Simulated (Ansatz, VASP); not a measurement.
HfSiO4: VASP beside Ansatz

```xyz
6
Lattice="3.2061 0.0000 0.0000 0.0000 3.2061 0.0000 0.0000 0.0000 6.2057" Properties=species:S:1:pos:R:3 pbc="T T T"
Hf    1.6031    1.6031    3.1028
Si    0.0000    0.0000    0.0000
O     0.0000    0.0000    4.2202
O     0.0000    0.0000    1.9855
O     1.6031    0.0000    0.0000
O     0.0000    1.6031    0.0000
```

Change from the starting cell: species swapped into the AlTlF4 type (P4/mmm, No. 123).

Alike in both runs: task relaxation of cell and atoms; functional PBE; k mesh 12 × 12 × 6; occupations gaussian, width 0.1 eV; no spin polarisation.

|  | VASP | Ansatz |
| --- | --- | --- |
| version | VASP 6.6.1 | Ansatz 0.2.0 |
| potentials or method | VASP PAW PBE potentials, release 64 (Hf_pv, Si, O), cutoff 600 eV | scalar-relativistic, plane waves, PAW |
| valence electrons in the cell | 38 | 54 |

|  | VASP | Ansatz | Ansatz less VASP |
| --- | --- | --- | --- |
| gap on the k mesh at the Fermi level, each at its own relaxed structure (eV) | none | none | - |
| relaxed volume (Å³/atom) | 10.59 | 10.65 | +0.053 |
| relaxed length of the cell vector where the two differ most in proportion (Å) | 6.200 | 6.214 | +0.0141 |

A gap of «none» marks a metal or a gap that the smearing closes. VASP's potentials hold 38 valence electrons a cell and Ansatz's 54, so a difference there can come from the potentials and not from the codes.

Neither program's run includes spin-orbit coupling.
